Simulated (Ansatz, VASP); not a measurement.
# One calculation of PbO2, two programs

```xyz
3
Lattice="0.0000 2.6582 2.6582 2.6582 0.0000 2.6582 2.6582 2.6582 0.0000" Properties=species:S:1:pos:R:3 pbc="T T T"
Pb    0.0000    0.0000    0.0000
O     1.3291    1.3291    1.3291
O     3.9873    3.9873    3.9873
```

Alike in both runs: task single point; functional PBEsol; k mesh 6 × 6 × 6; occupations fermi-dirac, width 0.02 eV; no spin polarisation.

|  | VASP | Ansatz |
| --- | --- | --- |
| version | VASP 6.6.1 | Ansatz 0.2.0 |
| potentials or method | VASP PAW PBE potentials, release 64 (Pb_d, O) | plane waves, PAW |
| plane-wave cutoff (eV) | 520 | 420 |
| valence electrons in the cell | 26 | 26 |

```csv
,VASP,Ansatz,Ansatz less VASP
pressure (GPa),1.1,0.9,-0.27
```

VASP's potentials were made for PBE, not for PBEsol.

Spin-orbit coupling is off throughout.
